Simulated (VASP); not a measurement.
Set up this calculation in VASP 6.6.1, as the native input.

| Quantity | Value |
| --- | --- |
| Task | single point |
| Functional | LDA |
| Potentials or basis | VASP PAW LDA potentials, release 64 (Li_sv, Hf_pv, N) |
| Cutoff | 750 eV |
| k mesh | 9 × 9 × 6 |
| Occupations | gaussian, width 0.05 eV |
| Spin | no spin polarisation |
| Dipole correction | no |
| Further INCAR settings | ALGO = Normal; EDIFF = 1e-06; NBANDS = 21 |

The structure of Li2HfN2 lies in POSCAR:

```
Li2HfN2
1.0
    3.3666057914      0.0000000000      0.0000000000
   -1.6833028957      2.9155661399      0.0000000000
    0.0000000000      0.0000000000      4.9897075656
Li Hf N
2 1 2
Direct
    0.6666666667      0.3333333333      0.3827885700
    0.3333333333      0.6666666667      0.6172114300
    0.0000000000      0.0000000000      0.0000000000
    0.6666666667      0.3333333333      0.7793848600
    0.3333333333      0.6666666667      0.2206151400
```

This cell differs from its parent crystal: strain +0.040 along x and y, -0.080 along z.

These files were run (other wordings do the same):

INCAR

```
PREC = Accurate ; ENCUT = 750
EDIFF = 1E-6 ; ISMEAR = 0
SIGMA = 0.05 ; LREAL = F
LASPH = T ; NELM = 120
ALGO = Normal ; ISIF = 2
LWAVE = F ; LCHARG = T
LELF = T ; LVHAR = T
NBANDS = 21 ; GGA_COMPAT = F
```

KPOINTS

```
Automatic mesh
0
Gamma
  9 9 6
```

Potentials or basis: VASP PAW LDA potentials, release 64 (Li_sv, Hf_pv, N).

Launch:

```bash
$ cat potpaw_LDA.64/Li_sv/POTCAR potpaw_LDA.64/Hf_pv/POTCAR potpaw_LDA.64/N/POTCAR > POTCAR
$ mpirun -np 1 vasp_std > vasp.out
```

It gave:

```
Pressure               : -8.7 GPa
Largest force          : 0.168 eV/Å
Band gap on the k mesh : 2.23 eV (least direct gap 2.80 eV)
```

Caveat: the cell differs from its parent crystal (strain +0.040 along x and y, -0.080 along z); the cell stands under tension; spin-orbit coupling is left out, which moves the levels of the heavy elements; an odd mesh through Γ misses points on the zone boundary, where band edges can lie.

Run time: 58 s on 1 thread of Intel(R) Xeon(R) 6975P-C (Granite Rapids) (shared host), peak memory 0.24 GiB.
